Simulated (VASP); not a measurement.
SiC3:

```
C Si
1.0
     2.79640    0.00000    0.00000
     0.00000    2.79640    0.00000
     0.00000    0.00000    4.09004
C Si
3 1
Direct
  0.50000 0.00000 0.78627
  0.50000 0.50000 0.00000
  0.00000 0.50000 0.21373
  0.00000 0.00000 0.50000
```

Base run:

| Quantity | Value |
| --- | --- |
| Program | VASP 6.6.1 |
| Functional | r2SCAN |
| Potentials or basis | VASP PAW PBE potentials, release 64 (C, Si) |
| Cutoff | 520 eV |
| k mesh | 8 × 8 × 6 |
| Occupations | gaussian, width 0.01 eV |
| Spin | no spin polarisation |

Its results: band gap on the k mesh 1.78 eV (least direct gap 2.15 eV).

Task: The run is repeated on the same cell with these changes: k mesh from 8 × 8 × 6 to 10 × 10 × 6; further incar settings from ALGO = Normal; EDIFF = 1e-08 to ALGO = Normal; EDIFF = 1e-07; NBANDS = 16. What comes out?

Result: Band gap on the k mesh 1.68 eV (least direct gap 2.15 eV).

A k mesh can miss the band edges.
